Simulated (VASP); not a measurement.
# HfB2 (sol) (P6/mmm) in VASP: a series of runs

Runs on HfB2 (sol). Level: PBEsol. Tasks: single point, relaxation of cell and atoms.

Everything below comes from runs of VASP 6.6.1. Logs are shortened: lines on timing, memory, paths and dates and some standing lists are left out, and cuts for length are marked.

### Step 1. The cell of the first run

Symmetry: P6/mmm, No. 191, hexagonal system. The conventional cell has a = 3.133 Å, b = 3.133 Å, c = 3.479 Å, α = 90.00°, β = 90.00°, γ = 120.00°. Hf (site symmetry 6/mmm) has 12 B at 2.51 Å and 6 Hf at 3.13 Å within 3.3 Å. Within 2.4 Å of B (site symmetry -6m2) lie 3 B at 1.81 Å.

### Step 2. Single point, PBEsol

Contents of INCAR:

```
SYSTEM = HfB2
PREC     = Accurate       ! precision mode
ENCUT    = 520            ! plane-wave cutoff, eV
EDIFF    = 1E-6           ! SCF threshold, eV
ISMEAR   = 0              ! smearing method
SIGMA    = 0.1            ! smearing width, eV
LREAL    = .False.        ! projectors in reciprocal space
LASPH    = .True.         ! aspherical terms in the spheres
NELM     = 80             ! most SCF steps
ALGO     = Normal         ! electronic algorithm
ISIF     = 2              ! what is computed and relaxed
LWAVE    = .False.        ! write WAVECAR
LCHARG   = .False.        ! write CHGCAR
GGA      = PS             ! functional
NBANDS   = 15             ! bands
```

Contents of KPOINTS:

```
regular mesh
0
Gamma
  6 6 6
  0 0 0
```

Contents of POSCAR:

```
HfB2
1.0
    3.1326790800      0.0000000000      0.0000000000
   -1.5663395400      2.7129796700      0.0000000000
    0.0000000000      0.0000000000      3.4792139900
Hf B
1 2
Direct
    0.0000000000      0.0000000000      0.0000000000
    0.3333333300      0.6666666700      0.5000000000
    0.6666666700      0.3333333300      0.5000000000
```

Potentials or basis: VASP PAW PBE potentials, release 64 (Hf_pv, B).

Started as:

```console
$ cat potpaw_PBE.64/Hf_pv/POTCAR potpaw_PBE.64/B/POTCAR > POTCAR
$ mpirun -np 1 vasp_std > vasp.out
```

OUTCAR:

```text
SYSTEM = HfB2
   PREC = Accurate
   ENCUT = 520
   EDIFF = 1E-6
   ISMEAR = 0
   LREAL = .False.
   LASPH = .True.
   NELM = 80
   ISIF = 2
   GGA = PS

 ion  position               nearest neighbor table
   1  0.000  0.000  0.000-   2 2.51   3 2.51   2 2.51   3 2.51   3 2.51   3 2.51   2 2.51   2 2.51
                             3 2.51   3 2.51   2 2.51   2 2.51
   2  0.333  0.667  0.500-   3 1.81   3 1.81   3 1.81   1 2.51   1 2.51   1 2.51   1 2.51   1 2.51
                             1 2.51
   3  0.667  0.333  0.500-   2 1.81   2 1.81   2 1.81   1 2.51   1 2.51   1 2.51   1 2.51   1 2.51
                             1 2.51

  LATTYP: Found a hexagonal cell.
 ALAT       =     3.1326790800
 C/A-ratio  =     1.1106193457

  Lattice vectors:

 A1 = (   3.1326790800,   0.0000000000,   0.0000000000)
 A2 = (  -1.5663395400,   2.7129796700,   0.0000000000)
 A3 = (   0.0000000000,   0.0000000000,   3.4792139900)

Analysis of symmetry for initial positions (statically):
=====================================================================
 Subroutine PRICEL returns:
 Original cell was already a primitive cell.

 Routine SETGRP: Setting up the symmetry group for a
 hexagonal supercell.

 Subroutine GETGRP returns: Found 24 space group operations
 (whereof 24 operations were pure point group operations)
 out of a pool of 24 trial point group operations.

The static configuration has the point symmetry D_6h.

Analysis of symmetry for dynamics (positions and initial velocities):
=====================================================================
 Subroutine PRICEL returns:
 Original cell was already a primitive cell.

 Routine SETGRP: Setting up the symmetry group for a
 hexagonal supercell.

 Subroutine GETGRP returns: Found 24 space group operations
 (whereof 24 operations were pure point group operations)
 out of a pool of 24 trial point group operations.

The dynamic configuration has the point symmetry D_6h.

 Subroutine INISYM returns: Found 24 space group operations
 (whereof 24 operations are pure point group operations),
 and found     1 'primitive' translations

----------------------------------------------------------------------------------------

                                     Primitive cell

  volume of cell :      29.5695

  direct lattice vectors                    reciprocal lattice vectors
     3.132679080  0.000000000  0.000000000     0.319215590  0.184299206  0.000000000
    -1.566339540  2.712979670  0.000000000     0.000000000  0.368598413  0.000000000
     0.000000000  0.000000000  3.479213990     0.000000000  0.000000000  0.287421240

  length of vectors
     3.132679080  3.132679084  3.479213990     0.368598413  0.368598413  0.287421240

  position of ions in fractional coordinates (direct lattice)
     0.000000000  0.000000000  0.000000000
     0.333333330  0.666666670  0.500000000
     0.666666670  0.333333330  0.500000000

  ion indices of the primitive-cell ions
   primitive index   ion index
                 1           1
                 2           2
                 3           3

----------------------------------------------------------------------------------------

 KPOINTS: regular mesh

Automatic generation of k-mesh.
 Grid dimensions read from file:
 generate k-points for:    6    6    6

 Generating k-lattice:

  Cartesian coordinates                     Fractional coordinates (reciprocal lattice)
     0.053202598  0.030716534  0.000000000     0.166666667  0.000000000  0.000000000
     0.000000000  0.061433069  0.000000000     0.000000000  0.166666667  0.000000000
     0.000000000  0.000000000  0.047903540     0.000000000  0.000000000  0.166666667

  Length of vectors
     0.061433069  0.061433069  0.047903540

  Shift w.r.t. Gamma in fractional coordinates (k-lattice)
     0.000000000  0.000000000  0.000000000

 Subroutine IBZKPT returns following result:
 ===========================================

 Found     28 irreducible k-points:

 Following reciprocal coordinates:
            Coordinates               Weight
  0.000000  0.000000  0.000000      1.000000
  0.166667 -0.000000  0.000000      6.000000
  0.333333 -0.000000  0.000000      6.000000
  0.500000 -0.000000  0.000000      3.000000
  0.166667  0.166667  0.000000      6.000000
  0.333333  0.166667  0.000000     12.000000
[... 16 lines left out ...]
  0.166667 -0.000000  0.500000      6.000000
  0.333333 -0.000000  0.500000      6.000000
 [... further k-points ...]
   k-points           NKPTS =     28   k-points in BZ     NKDIM =     28   number of bands    NBANDS=     15
   number of dos      NEDOS =    301   number of ions     NIONS =      3
   total plane-waves  NPLWV =  16128
   dimension x,y,z NGX =    24 NGY =   24 NGZ =   28
   dimension x,y,z NGXF=    48 NGYF=   48 NGZF=   56
   ions per type =               1   2
   NGX,Y,Z   is equivalent  to a cutoff of  12.74, 12.74, 13.38 a.u.
   NGXF,Y,Z  is equivalent  to a cutoff of  25.47, 25.47, 26.76 a.u.
 SYSTEM =  HfB2
   PREC   = accura    normal or accurate (medium, high low for compatibility)
   ISTART =      0    job   : 0-new  1-cont  2-samecut
   ICHARG =      2    charge: 1-file 2-atom 10-const
   ISPIN  =      1    spin polarized calculation?
   LNONCOLLINEAR =      F non collinear calculations
   LSORBIT =      F    spin-orbit coupling
   LASPH  =      T    aspherical Exc in radial PAW
   ENCUT  =  520.0 eV  38.22 Ry    6.18 a.u.   5.82  5.82  6.47*2*pi/ulx,y,z
   NELM   =     80;   NELMIN=  2; NELMDL= -5     # of ELM steps
   EDIFF  = 0.1E-05   stopping-criterion for ELM
   LREAL  =      F    real-space projection
   EDIFFG = 0.1E-04   stopping-criterion for IOM
   NSW    =      0    number of steps for IOM
   IBRION =     -1    ionic relax: 0-MD 1-quasi-New 2-CG
   NFREE  =      0    steps in history (QN), initial steepest desc. (CG)
   ISIF   =      2    stress and relaxation
   ISYM   =      2    0-nonsym 1-usesym 2-fastsym
   POTIM  = 0.5000    time-step for ionic-motion
   TEBEG  =    0.0;   TEEND  =   0.0 temperature during run
   PSTRESS=    0.0 pullay stress
   NELECT =      16.0000    total number of electrons
   NUPDOWN=      -1.0000    fix difference up-down
   EMIN   =  10.00;   EMAX   =-10.00  energy-range for DOS
   EFERMI =   0.00;   METHOD = LEGACY
   ISMEAR =     0;   SIGMA  =   0.10  broadening in eV -4-tet -1-fermi 0-gaus
   EFERMI_NEDOS =   21; number of points for ismear=-14 and -15
   IALGO  =     38    algorithm
   IMIX   =      4    mixing-type and parameters
     AMIX     =   0.40;   BMIX     =  1.00
     AMIX_MAG =   1.60;   BMIX_MAG =  1.00
  volume/ion in A,a.u.               =       9.86        66.51
  Fermi-wavevector in a.u.,A,eV,Ry     =   1.334034  2.520959 24.213571  1.779647
  Thomas-Fermi vector in A             =   2.462847
   LORBIT       =      0    0 simple, 1 ext, 2 COOP (PROOUT), +10 PAW based schemes
   GGA     = PS    functional components
   LHFCALC =     F    Hartree Fock is set to
   AEXX    =    0.0000 exact exchange contribution
   IVDW    =     0    specifies the selected vdW correction
   LEPSILON=     F    determine dielectric tensor
   LRPA    =     F    only Hartree local field effects (RPA)
 non-spin polarized calculation
 Gauss-broadening in eV      SIGMA  =   0.10
  energy-cutoff  :      520.00
  volume of cell :       29.57
 maximum number of plane-waves:       816
 NGX is ok and might be reduce to    24
   NGX = 11   NGY = 11   NGZ = 13

 number of electron      15.9999998 magnetization

 Free energy of the ion-electron system (eV)
  ---------------------------------------------------
  ext. energy  EPLUGINS =         0.00000000
  ---------------------------------------------------
  free energy    TOTEN  =       -27.80520837 eV

  energy without entropy =      -27.79987920  energy(sigma->0) =      -27.80254378

 E-fermi :   7.1723     XC(G=0): -12.7044

 val. band max:        7.0888990912   @ k =   0.1667   0.1667   0.1667
 cond. band min:       7.2085464427   @ k =   0.1667   0.1667   0.1667
 fundamental gap:      0.1196473515
 Fermi energy:         7.1723480577

 k-point     1 :       0.0000    0.0000    0.0000
  band No.  band energies     occupation
      1     -22.9885      2.00000
      2     -22.4433      2.00000
      3     -22.4433      2.00000
      4      -6.1708      2.00000
      5       4.5306      2.00000
      6       4.7061      2.00000
      7       4.7061      2.00000
      8       4.8163      2.00000
      9      11.6053      0.00000
     10      11.6053      0.00000
     11      12.2711      0.00000
     12      12.2711      0.00000
     13      12.6135      0.00000
     14      12.6135      0.00000
     15      12.7172      0.00000

 k-point     2 :       0.1667   -0.0000    0.0000
  band No.  band energies     occupation
      1     -22.9543      2.00000
      2     -22.6506      2.00000
      3     -22.4895      2.00000
      4      -5.5821      2.00000
      5       3.2698      2.00000
      6       4.3590      2.00000
      7       4.6478      2.00000
      8       5.0481      2.00000
      9      10.0498      0.00000
     10      11.2252      0.00000
     11      11.2907      0.00000
     12      11.9490      0.00000
     13      13.5751      0.00000
     14      14.6137      0.00000
     15      14.8618      0.00000

 k-point     3 :       0.3333   -0.0000    0.0000
  band No.  band energies     occupation
      1     -23.0426      2.00000
      2     -22.8853      2.00000
      3     -22.5807      2.00000
      4      -4.0295      2.00000
      5       0.7435      2.00000
      6       3.6843      2.00000
      7       4.3588      2.00000
      8       5.1216      2.00000
      9      10.4287      0.00000
     10      10.5221      0.00000
     11      10.5771      0.00000
     12      12.2319      0.00000
     13      13.6738      0.00000
     14      16.6546      0.00000
     15      18.0365      0.00000
[... 343 lines left out ...]
 k-point    23 :       0.1667   -0.0000    0.5000
  band No.  band energies     occupation
      1     -23.2254      2.00000
      2     -22.6224      2.00000
      3     -22.4664      2.00000
      4      -3.5784      2.00000
      5       0.0446      2.00000
      6       3.9348      2.00000
      7       4.6046      2.00000
      8       6.8520      1.99999
      9       9.4369      0.00000
     10       9.6329      0.00000
     11      10.2294      0.00000
     12      10.4303      0.00000
     13      15.0622      0.00000
     14      16.0565      0.00000
     15      18.5223      0.00000

 k-point    24 :       0.3333   -0.0000    0.5000
  band No.  band energies     occupation
      1     -23.1349      2.00000
      2     -23.0023      2.00000
      3     -22.5533      2.00000
      4      -3.1423      2.00000
      5       1.2997      2.00000
      6       1.9491      2.00000
      7       3.1196      2.00000
      8       5.1739      2.00000
      9      10.9488      0.00000
     10      11.2998      0.00000
     11      11.7647      0.00000
     12      13.5600      0.00000
     13      15.8544      0.00000
     14      16.5390      0.00000
     15      18.7166      0.00000

 [... further k-points ...]
[... 5 lines left out ...]
  --------------------------------------------------------------------------------------
  -------------------------------------------------------------------------------------
  Total       -0.2717036     -0.2717036     -1.1024605      0.0000000      0.0000000      0.0000000
  in kB      -14.7218492    -14.7218493    -59.7351585      0.0000000      0.0000000      0.0000000
  external PRESSURE =     -29.7262857 kB  Pullay stress =       0.0000000 kB

 VOLUME and BASIS-vectors are now :
 -----------------------------------------------------------------------------
  energy-cutoff  :      520.00
  volume of cell :       29.57
      direct lattice vectors                 reciprocal lattice vectors
     3.132679080  0.000000000  0.000000000     0.319215590  0.184299206  0.000000000
    -1.566339540  2.712979670  0.000000000     0.000000000  0.368598413  0.000000000
     0.000000000  0.000000000  3.479213990     0.000000000  0.000000000  0.287421240

 POSITION                                       TOTAL-FORCE (eV/Angst)
 -----------------------------------------------------------------------------------
      0.00000      0.00000      0.00000         0.000000      0.000000      0.000000
     -0.00000      1.80865      1.73961        -0.000000      0.000000      0.000000
      1.56634      0.90433      1.73961         0.000000     -0.000000      0.000000
 -----------------------------------------------------------------------------------
    total drift:                                0.000000     -0.000000     -0.000000

  FREE ENERGIE OF THE ION-ELECTRON SYSTEM (eV)
  ---------------------------------------------------
  free  energy   TOTEN  =       -27.8052083679 eV

  energy  without entropy=      -27.7998791992  energy(sigma->0) =      -27.80254378
```

It took 7.6 s on 1 thread of Intel Xeon 6975P-C, shared host; peak memory 0.15 GiB.

Results:

* Free energy: -27.8052 eV
* Pressure: -3.0 GPa
* Band gap on the k mesh: zero (band 8 reaches 8.38 eV, above the bottom of band 9 at 7.21 eV)

Stress tensor (GPa, compression positive):
```
-1.47  0.00  0.00
 0.00 -1.47  0.00
 0.00  0.00 -5.97
```

Levels at points of the mesh, in eV from the Fermi level:
| k point | band 4 | band 5 | band 6 | band 7 | band 8 | band 9 | band 10 | band 11 | band 12 | band 13 |
| --- | --- | --- | --- | --- | --- | --- | --- | --- | --- | --- |
| (0.00, 0.00, 0.00) | -13.34 | -2.64 | -2.47 | -2.47 | -2.36 | 4.43 | 4.43 | 5.10 | 5.10 | 5.44 |
| (0.50, 0.00, 0.00) | -9.38 | -8.58 | -3.75 | -3.00 | -2.49 | 2.55 | 3.12 | 6.03 | 6.20 | 6.76 |
| (0.00, 0.00, 0.50) | -10.89 | -7.98 | -0.75 | -0.75 | 0.72 | 0.72 | 1.41 | 1.41 | 2.59 | 5.57 |
| (0.50, 0.00, 0.50) | -9.92 | -7.08 | -4.56 | -4.31 | -2.22 | 4.47 | 4.52 | 6.74 | 7.64 | 7.80 |

Caveat: the k points lie up to 0.39 Å⁻¹ apart; the PAW data sets were made with another functional, which shifts forces and pressure a little; spin-orbit coupling is left out, which moves the levels of the heavy elements.

(Part 1 of 2 ends here.)
